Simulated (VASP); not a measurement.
Au, 2 atoms in the cell. It takes space group I4/mmm (No. 139, tetragonal). Conventional cell: a = 3.177 Å, b = 3.177 Å, c = 3.281 Å, α = 90.00°, β = 90.00°, γ = 90.00°. Au (site symmetry 4/mmm) has 14 Au at 2.78 to 3.28 Å within 3.7 Å.  This cell differs from its parent crystal: biaxial strain in the a-b plane: -2.0 %.

```yaml
Program: VASP 6.6.1
Task: single point
Functional: PBEsol
Potentials_or_basis: VASP PAW PBE potentials, release 64 (Au)
Cutoff: 520 eV
k_mesh: 16 × 16 × 16
Occupations: gaussian, width 0.1 eV
Spin: no spin polarisation
Dipole_correction: no
Further_INCAR_settings: ALGO = Fast; EDIFF = 1e-06; NBANDS = 18
```

Potentials or basis: VASP PAW PBE potentials, release 64 (Au).

The run is started by

```sh
$ cat potpaw_PBE.64/Au/POTCAR > POTCAR
$ mpirun -np 1 vasp_std > vasp.out
```

Hardware: 1 thread of Intel(R) Xeon(R) Platinum 8259CL CPU @ 2.50GHz (Skylake/Cascade Lake) (shared host).

Question: How long does it take, and how much memory?

Answer: Run time: 2.5 min on 1 thread of Intel(R) Xeon(R) Platinum 8259CL CPU @ 2.50GHz (Skylake/Cascade Lake) (shared host), peak memory 0.3 GiB. Counts: scf iterations 12, k points 405.
